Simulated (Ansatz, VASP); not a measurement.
CdI2 in VASP and in Ansatz

```
Cd I
1.0
     4.03180    0.00000    0.00000
    -2.01590    3.49164    0.00000
     0.00000    0.00000    6.68752
Cd I
1 2
Direct
  0.00000 0.00000 0.00000
  0.33333 0.66667 0.24920
  0.66667 0.33333 0.75080
```

Change from the starting cell: strain -0.050 along x and y, -0.025 along z, atoms carried along.

Alike in both runs: task single point; functional PBE; dispersion D3(BJ); k mesh 9 × 9 × 4; occupations gaussian, width 0.05 eV; no spin polarisation.

|  | VASP | Ansatz |
| --- | --- | --- |
| version | VASP 6.6.1 | Ansatz 0.2.0 |
| potentials or method | VASP PAW PBE potentials, release 64 (Cd, I), cutoff 500 eV | scalar-relativistic, plane waves, PAW |
| valence electrons in the cell | 26 | 54 |

|  | VASP | Ansatz | Ansatz less VASP |
| --- | --- | --- | --- |
| gap on the k mesh at the Fermi level (eV) | 2.39 | 2.40 | +0.010 |
| least direct gap on the mesh (eV) | 2.80 | 2.81 | +0.010 |
| pressure (GPa) | 6.6 | 6.4 | -0.22 |
| traceless stress, the component that is largest in VASP (GPa) | -0.54 | -0.53 | +0.012 |
| rms of the force components (eV/Å) | 0.471 | 0.454 | -0.0170 |

Atom by atom the forces differ by 0.017 eV/Å (rms over components). VASP's potentials hold 26 valence electrons a cell and Ansatz's 54, so a difference there can come from the potentials and not from the codes.

Spin-orbit coupling is off throughout.
